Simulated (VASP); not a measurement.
# C (Fd-3m) in VASP: notebook

The runs below take C through single point, with PBE.

All numbers are computed with VASP 6.6.1; they aren't measurements. Logs are shortened: lines on timing, memory, paths and dates and some standing lists are left out, and cuts for length are marked.

### 1 The cell of the first run

The structure is cubic, space group Fd-3m (No. 227). The conventional cell has a = 3.571 Å, b = 3.571 Å, c = 3.571 Å, α = 90.00°, β = 90.00°, γ = 90.00°. C (site symmetry -43m) has 4 C at 1.55 Å within 2.1 Å.

### 2 Single point, PBE

The input, INCAR:

```
SYSTEM = C
ALGO     = Normal         ! electronic algorithm
EDIFF    = 1E-6           ! SCF threshold, eV
ENCUT    = 520            ! plane-wave cutoff, eV
GGA      = PE             ! functional
ISIF     = 2              ! what is computed and relaxed
ISMEAR   = 0              ! smearing method
LASPH    = .True.         ! aspherical terms in the spheres
LCHARG   = .True.         ! write CHGCAR
LELF     = .True.         ! ELF
LREAL    = .False.        ! projectors in reciprocal space
LVHAR    = .True.       
LWAVE    = .False.        ! write WAVECAR
NBANDS   = 11             ! bands
NELM     = 80             ! most SCF steps
PREC     = Accurate       ! precision mode
SIGMA    = 0.05           ! smearing width, eV
```

The input, KPOINTS:

```
k-points
0
Gamma
  12 12 12
  0 0 0
```

The input, POSCAR:

```
C
1.0
    0.0000000000      1.7857375322      1.7857375322
    1.7857375322      0.0000000000      1.7857375322
    1.7857375322      1.7857375322      0.0000000000
C
2
Direct
    0.5000000000      0.5000000000      0.5000000000
    0.7500000000      0.7500000000      0.7500000000
```

Potentials or basis: VASP PAW PBE potentials, release 64 (C).

Started as:

```
> cat potpaw_PBE.64/C/POTCAR > POTCAR
> mpirun -np 1 vasp_std > vasp.out
```

OUTCAR:

```text
SYSTEM = C
   EDIFF = 1E-6
   ENCUT = 520
   GGA = PE
   ISIF = 2
   ISMEAR = 0
   LASPH = .True.
   LREAL = .False.
   NELM = 80
   PREC = Accurate

 ion  position               nearest neighbor table
   1  0.500  0.500  0.500-   2 1.55   2 1.55   2 1.55   2 1.55
   2  0.750  0.750  0.750-   1 1.55   1 1.55   1 1.55   1 1.55

  LATTYP: Found a face centered cubic cell.
 ALAT       =     3.5714750644

  Lattice vectors:

 A1 = (   0.0000000000,   1.7857375322,   1.7857375322)
 A2 = (   1.7857375322,   0.0000000000,   1.7857375322)
 A3 = (   1.7857375322,   1.7857375322,   0.0000000000)

Analysis of symmetry for initial positions (statically):
=====================================================================
 Subroutine PRICEL returns:
 Original cell was already a primitive cell.

 Routine SETGRP: Setting up the symmetry group for a
 face centered cubic supercell.

 Subroutine GETGRP returns: Found 48 space group operations
 (whereof 24 operations were pure point group operations)
 out of a pool of 48 trial point group operations.

The static configuration has the point symmetry T_d .
 The point group associated with its full space group is O_h .

Analysis of symmetry for dynamics (positions and initial velocities):
=====================================================================
 Subroutine PRICEL returns:
 Original cell was already a primitive cell.

 Routine SETGRP: Setting up the symmetry group for a
 face centered cubic supercell.

 Subroutine GETGRP returns: Found 48 space group operations
 (whereof 24 operations were pure point group operations)
 out of a pool of 48 trial point group operations.

The dynamic configuration has the point symmetry T_d .
 The point group associated with its full space group is O_h .

 Subroutine INISYM returns: Found 48 space group operations
 (whereof 24 operations are pure point group operations),
 and found     1 'primitive' translations

----------------------------------------------------------------------------------------

                                     Primitive cell

  volume of cell :      11.3889

  direct lattice vectors                    reciprocal lattice vectors
     0.000000000  1.785737532  1.785737532    -0.279996355  0.279996355  0.279996355
     1.785737532  0.000000000  1.785737532     0.279996355 -0.279996355  0.279996355
     1.785737532  1.785737532  0.000000000     0.279996355  0.279996355 -0.279996355

  length of vectors
     2.525414237  2.525414237  2.525414237     0.484967913  0.484967913  0.484967913

  position of ions in fractional coordinates (direct lattice)
     0.500000000  0.500000000  0.500000000
     0.750000000  0.750000000  0.750000000

  ion indices of the primitive-cell ions
   primitive index   ion index
                 1           1
                 2           2

----------------------------------------------------------------------------------------

 KPOINTS: k-points

Automatic generation of k-mesh.
 Grid dimensions read from file:
 generate k-points for:   12   12   12

 Generating k-lattice:

  Cartesian coordinates                     Fractional coordinates (reciprocal lattice)
    -0.023333030  0.023333030  0.023333030     0.083333333  0.000000000  0.000000000
     0.023333030 -0.023333030  0.023333030     0.000000000  0.083333333  0.000000000
     0.023333030  0.023333030 -0.023333030     0.000000000  0.000000000  0.083333333

  Length of vectors
     0.040413993  0.040413993  0.040413993

  Shift w.r.t. Gamma in fractional coordinates (k-lattice)
     0.000000000  0.000000000  0.000000000

 Subroutine IBZKPT returns following result:
 ===========================================

 Found     72 irreducible k-points:

 Following reciprocal coordinates:
            Coordinates               Weight
  0.000000  0.000000  0.000000      1.000000
  0.083333  0.000000  0.000000      8.000000
  0.166667  0.000000  0.000000      8.000000
  0.250000  0.000000  0.000000      8.000000
  0.333333  0.000000  0.000000      8.000000
  0.416667  0.000000  0.000000      8.000000
[... 16 lines left out ...]
  0.500000  0.166667  0.000000     24.000000
 -0.416667  0.166667  0.000000     24.000000
 [... further k-points ...]
   k-points           NKPTS =     72   k-points in BZ     NKDIM =     72   number of bands    NBANDS=     11
   number of dos      NEDOS =    301   number of ions     NIONS =      2
   total plane-waves  NPLWV =   8000
   dimension x,y,z NGX =    20 NGY =   20 NGZ =   20
   dimension x,y,z NGXF=    40 NGYF=   40 NGZF=   40
   ions per type =               2
   NGX,Y,Z   is equivalent  to a cutoff of  13.17, 13.17, 13.17 a.u.
   NGXF,Y,Z  is equivalent  to a cutoff of  26.33, 26.33, 26.33 a.u.
 SYSTEM =  C
   PREC   = accura    normal or accurate (medium, high low for compatibility)
   ISTART =      0    job   : 0-new  1-cont  2-samecut
   ICHARG =      2    charge: 1-file 2-atom 10-const
   ISPIN  =      1    spin polarized calculation?
   LNONCOLLINEAR =      F non collinear calculations
   LSORBIT =      F    spin-orbit coupling
   LASPH  =      T    aspherical Exc in radial PAW
   ENCUT  =  520.0 eV  38.22 Ry    6.18 a.u.   4.70  4.70  4.70*2*pi/ulx,y,z
   NELM   =     80;   NELMIN=  2; NELMDL= -5     # of ELM steps
   EDIFF  = 0.1E-05   stopping-criterion for ELM
   LREAL  =      F    real-space projection
   EDIFFG = 0.1E-04   stopping-criterion for IOM
   NSW    =      0    number of steps for IOM
   IBRION =     -1    ionic relax: 0-MD 1-quasi-New 2-CG
   NFREE  =      0    steps in history (QN), initial steepest desc. (CG)
   ISIF   =      2    stress and relaxation
   ISYM   =      2    0-nonsym 1-usesym 2-fastsym
   POTIM  = 0.5000    time-step for ionic-motion
   TEBEG  =    0.0;   TEEND  =   0.0 temperature during run
   PSTRESS=    0.0 pullay stress
   NELECT =       8.0000    total number of electrons
   NUPDOWN=      -1.0000    fix difference up-down
   EMIN   =  10.00;   EMAX   =-10.00  energy-range for DOS
   EFERMI =   0.00;   METHOD = LEGACY
   ISMEAR =     0;   SIGMA  =   0.05  broadening in eV -4-tet -1-fermi 0-gaus
   EFERMI_NEDOS =   21; number of points for ismear=-14 and -15
   IALGO  =     38    algorithm
   IMIX   =      4    mixing-type and parameters
     AMIX     =   0.40;   BMIX     =  1.00
     AMIX_MAG =   1.60;   BMIX_MAG =  1.00
  volume/ion in A,a.u.               =       5.69        38.43
  Fermi-wavevector in a.u.,A,eV,Ry     =   1.455271  2.750063 28.814604  2.117814
  Thomas-Fermi vector in A             =   2.572325
   LORBIT       =      0    0 simple, 1 ext, 2 COOP (PROOUT), +10 PAW based schemes
   GGA     = PE    functional components
   LHFCALC =     F    Hartree Fock is set to
   AEXX    =    0.0000 exact exchange contribution
   IVDW    =     0    specifies the selected vdW correction
   LEPSILON=     F    determine dielectric tensor
   LRPA    =     F    only Hartree local field effects (RPA)
 non-spin polarized calculation
 Gauss-broadening in eV      SIGMA  =   0.05
  energy-cutoff  :      520.00
  volume of cell :       11.39
 maximum number of plane-waves:       331
   NGX =  9   NGY =  9   NGZ =  9

 number of electron       7.9999999 magnetization

 Free energy of the ion-electron system (eV)
  ---------------------------------------------------
  ext. energy  EPLUGINS =         0.00000000
  ---------------------------------------------------
  free energy    TOTEN  =       -18.18576166 eV

  energy without entropy =      -18.18576166  energy(sigma->0) =      -18.18576166

 E-fermi :   9.9638     XC(G=0): -13.2309

 val. band max:        9.6724153757   @ k =   0.0000   0.0000   0.0000
 cond. band min:      13.8165258749   @ k =   0.3333   0.3333   0.0000
 fundamental gap:      4.1441104991
 Fermi energy:         9.9637747752

 k-point     1 :       0.0000    0.0000    0.0000
  band No.  band energies     occupation
      1     -11.7513      2.00000
      2       9.6724      2.00000
      3       9.6724      2.00000
      4       9.6724      2.00000
      5      15.2515      0.00000
      6      15.2515      0.00000
      7      15.2515      0.00000
      8      22.9133      0.00000
      9      28.9155      0.00000
     10      36.1633      0.00000
     11      36.1633      0.00000

 k-point     2 :       0.0833    0.0000    0.0000
  band No.  band energies     occupation
      1     -11.5595      2.00000
      2       8.4503      2.00000
      3       9.3514      2.00000
      4       9.3514      2.00000
      5      15.6725      0.00000
      6      15.6725      0.00000
      7      15.9617      0.00000
      8      23.0816      0.00000
      9      29.2356      0.00000
     10      34.0453      0.00000
     11      34.0453      0.00000

 k-point     3 :       0.1667    0.0000    0.0000
  band No.  band energies     occupation
      1     -10.9864      2.00000
      2       5.9274      2.00000
      3       8.6537      2.00000
      4       8.6537      2.00000
      5      16.5882      0.00000
      6      16.5882      0.00000
      7      17.0407      0.00000
      8      23.5653      0.00000
      9      29.9048      0.00000
     10      32.4539      0.00000
     11      32.4539      0.00000

 k-point     4 :       0.2500    0.0000    0.0000
  band No.  band energies     occupation
      1     -10.0405      2.00000
      2       3.1003      2.00000
      3       7.9337      2.00000
      4       7.9337      2.00000
      5      17.4430      0.00000
      6      17.4430      0.00000
      7      17.7810      0.00000
      8      24.2446      0.00000
      9      30.3329      0.00000
     10      32.0370      0.00000
     11      32.0370      0.00000

 k-point     5 :       0.3333    0.0000    0.0000
  band No.  band energies     occupation
      1      -8.7436      2.00000
      2       0.3296      2.00000
      3       7.3620      2.00000
      4       7.3620      2.00000
      5      17.9306      0.00000
      6      17.9306      0.00000
      7      18.1963      0.00000
      8      24.8737      0.00000
      9      30.5669      0.00000
     10      32.8621      0.00000
     11      32.8621      0.00000
[... 211 lines left out ...]
 k-point    21 :       0.3333    0.1667    0.0000
  band No.  band energies     occupation
      1      -8.9798      2.00000
      2       2.4705      2.00000
      3       5.8534      2.00000
      4       6.2559      2.00000
      5      15.6726      0.00000
      6      20.4134      0.00000
      7      20.4985      0.00000
      8      21.4217      0.00000
      9      30.5168      0.00000
     10      31.3096      0.00000
     11      36.6615      0.00000

 k-point    22 :       0.4167    0.1667    0.0000
  band No.  band energies     occupation
      1      -7.5912      2.00000
      2      -0.0735      2.00000
      3       5.4145      2.00000
      4       5.6354      2.00000
      5      16.3339      0.00000
      6      20.6341      0.00000
      7      20.7367      0.00000
      8      22.3270      0.00000
      9      30.6983      0.00000
     10      32.0586      0.00000
     11      37.0231      0.00000

 k-point    23 :       0.5000    0.1667    0.0000
  band No.  band energies     occupation
      1      -6.0167      2.00000
      2      -2.3036      2.00000
      3       4.6997      2.00000
      4       5.7220      2.00000
      5      16.7555      0.00000
      6      20.3659      0.00000
      7      20.8489      0.00000
      8      23.9205      0.00000
      9      29.7671      0.00000
     10      33.4188      0.00000
     11      36.2100      0.00000

 k-point    24 :      -0.4167    0.1667    0.0000
  band No.  band energies     occupation
      1      -5.5902      2.00000
      2      -2.8160      2.00000
      3       4.2153      2.00000
      4       6.0987      2.00000
      5      17.1914      0.00000
      6      19.8780      0.00000
      7      20.8267      0.00000
      8      25.0668      0.00000
      9      29.0761      0.00000
     10      33.8161      0.00000
     11      34.1726      0.00000

 [... further k-points ...]
[... 5 lines left out ...]
  --------------------------------------------------------------------------------------
  -------------------------------------------------------------------------------------
  Total        0.0500227      0.0500227      0.0500227     -0.0000000     -0.0000000      0.0000000
  in kB        7.0371222      7.0371222      7.0371222     -0.0000000     -0.0000000      0.0000000
  external PRESSURE =       7.0371222 kB  Pullay stress =       0.0000000 kB

 VOLUME and BASIS-vectors are now :
 -----------------------------------------------------------------------------
  energy-cutoff  :      520.00
  volume of cell :       11.39
      direct lattice vectors                 reciprocal lattice vectors
     0.000000000  1.785737532  1.785737532    -0.279996355  0.279996355  0.279996355
     1.785737532  0.000000000  1.785737532     0.279996355 -0.279996355  0.279996355
     1.785737532  1.785737532  0.000000000     0.279996355  0.279996355 -0.279996355

 POSITION                                       TOTAL-FORCE (eV/Angst)
 -----------------------------------------------------------------------------------
      1.78574      1.78574      1.78574        -0.000000     -0.000000      0.000000
      2.67861      2.67861      2.67861         0.000000      0.000000      0.000000
 -----------------------------------------------------------------------------------
    total drift:                                0.000000     -0.000000      0.000000

  FREE ENERGIE OF THE ION-ELECTRON SYSTEM (eV)
  ---------------------------------------------------
  free  energy   TOTEN  =       -18.1857616615 eV

  energy  without entropy=      -18.1857616615  energy(sigma->0) =      -18.18576166
```

Run time: 11 s. Hardware: 1 thread of Intel Xeon Platinum 8259CL at 2.50GHz (Skylake/Cascade Lake), shared host; peak memory 0.12 GiB.

What came out:

```yaml
Free_energy: -18.1858 eV
Pressure: 0.7 GPa
Band_gap_on_the_k_mesh: 4.14 eV, indirect (least direct gap 5.58 eV)
```

A k mesh can miss the band edges. A hybrid or GW would open this gap; PBE tends to underestimate it.

### 3 Single point, PBE

This run uses another cell than the first one: it holds 8 atoms, not 2.

The input, INCAR:

```
SYSTEM = C
  ALGO = Normal
  EDIFF = 1E-6
  ENCUT = 520
  GGA = PE
  ISIF = 2
  ISMEAR = 0
  LASPH = .TRUE.
  LCHARG = .FALSE.
  LREAL = .FALSE.
  LWAVE = .FALSE.
  NBANDS = 26
  NELM = 80
  PREC = Accurate
  SIGMA = 0.05
```

The input, KPOINTS:

```
k-points
0
G
  6 6 6
  0 0 0
```

The input, POSCAR:

```
C
1.0
    3.5714750644      0.0000000000      0.0000000000
    0.0000000000     -3.5714750644      0.0000000000
    0.0000000000      0.0000000000     -3.5714750644
C
8
Direct
    0.5000000000      0.0000000000      0.0000000000
    0.0000000000      0.5000000000      0.0000000000
    0.0000000000      0.0000000000      0.5000000000
    0.5000000000      0.5000000000      0.5000000000
    0.7500000000      0.7500000000      0.7500000000
    0.2500000000      0.2500000000      0.7500000000
    0.2500000000      0.7500000000      0.2500000000
    0.7500000000      0.2500000000      0.2500000000
```

Potentials or basis: VASP PAW PBE potentials, release 64 (C).

Started as:

```
> cat potpaw_PBE.64/C/POTCAR > POTCAR
> mpirun -np 1 vasp_std > vasp.out
```

Run time: 19 s. Hardware: 1 thread of Intel Xeon Platinum 8259CL at 2.50GHz (Skylake/Cascade Lake), shared host; peak memory 0.15 GiB.

Results (log left out):

```yaml
Free_energy: -72.7429 eV
Pressure: 0.7 GPa
Band_gap_on_the_k_mesh: 4.14 eV
```

Levels at points of the mesh, in eV from the valence-band top:
```tsv
k point	band 14	band 15	band 16	band 17	band 18	band 19
(0.00, 0.00, 0.00)	0.00	0.00	0.00	4.75	4.75	4.75
(0.50, 0.00, 0.00)	-4.10	-4.10	-4.10	4.43	4.43	10.22
(0.50, 0.50, 0.00)	-3.00	-3.00	-3.00	7.91	7.91	7.91
(0.50, 0.50, 0.50)	-2.79	-2.79	-2.79	8.44	8.44	8.44
```

A k mesh can miss the band edges.

### 4 Single point, PBE

This run uses another cell than the first one: it holds 4 atoms, not 2.

The input, INCAR:

```
PREC = Accurate
ENCUT = 520
EDIFF = 1E-6
ISMEAR = 0
SIGMA = 0.05
LREAL = F
LASPH = T
NELM = 80
ALGO = Normal
ISIF = 2
LWAVE = F
LCHARG = F
GGA = PE
ISYM = 0
NBANDS = 16
```

The input, KPOINTS:

```
Automatic mesh
0
Gamma
  12 12 10
```

The input, POSCAR:

```
C
1.0
    0.0000000000     -1.7857375322     -1.7857375322
   -1.7857375322      0.0000000000     -1.7857375322
    1.7857375322      1.7857375322     -3.5714750644
C
4
Direct
    0.7500000000      0.7500000000      0.7500000000
    0.2500000000      0.2500000000      0.2500000000
    0.3750000000      0.3750000000      0.8750000000
    0.8750000000      0.8750000000      0.3750000000
```

Started as:

```
> cat potpaw_PBE.64/C/POTCAR > POTCAR
> mpirun -np 1 vasp_std > vasp.out
```

It took 3.1 min on 1 thread of Intel Xeon Platinum 8259CL at 2.50GHz (Skylake/Cascade Lake), shared host; peak memory 0.29 GiB.

The run converged. Its results:

| Item | Value |
| --- | --- |
| Free energy | -36.3715 eV |
| Pressure | 0.7 GPa |
| Band gap on the k mesh | 4.16 eV |

Levels at points of the mesh, in eV from the valence-band top:
```tsv
k point	band 4	band 5	band 6	band 7	band 8	band 9	band 10	band 11	band 12	band 13
(0.00, 0.00, 0.00)	-2.79	-2.79	0.00	0.00	0.00	5.58	5.58	5.58	8.44	8.44
(0.50, 0.00, 0.00)	-10.76	-6.72	-6.72	-4.86	-4.86	6.07	6.07	11.40	11.40	12.77
(0.00, 0.50, 0.00)	-10.76	-6.72	-6.72	-4.86	-4.86	6.07	6.07	11.40	11.40	12.77
(0.50, 0.50, 0.00)	-12.74	-6.27	-6.27	-2.79	-2.79	4.75	4.75	8.44	8.44	8.79
(0.00, 0.00, 0.50)	-6.57	-1.74	-1.74	-1.74	-1.74	7.77	7.77	7.77	7.77	8.11
(0.50, 0.00, 0.50)	-12.74	-6.27	-6.27	-2.79	-2.79	4.75	4.75	8.44	8.44	8.79
(0.00, 0.50, 0.50)	-12.74	-6.27	-6.27	-2.79	-2.79	4.75	4.75	8.44	8.44	8.79
(0.50, 0.50, 0.50)	-10.76	-6.72	-6.72	-4.86	-4.86	6.07	6.07	11.40	11.40	12.77
```

### 5 Summary

```csv
cell,k mesh,gap on the mesh (eV),pressure (GPa)
"a = 2.525 Å, angles 60.0°, 2 atoms",12 × 12 × 12,4.14,0.7
"a = 3.571 Å, 8 atoms",6 × 6 × 6,4.14,0.7
"a = 2.525, b = 2.525, c = 4.374 Å, angles 73.2, 73.2, 60.0°, 4 atoms",12 × 12 × 10,4.16,0.7
```

Alike in all rows: task single point; level PBE; potentials or basis VASP PAW PBE potentials, release 64 (C); no spin polarisation; cutoff (eV) 520; smearing gaussian 0.05 eV.

Total energies depend on the potentials used, so only differences within one code and one set of settings carry meaning.
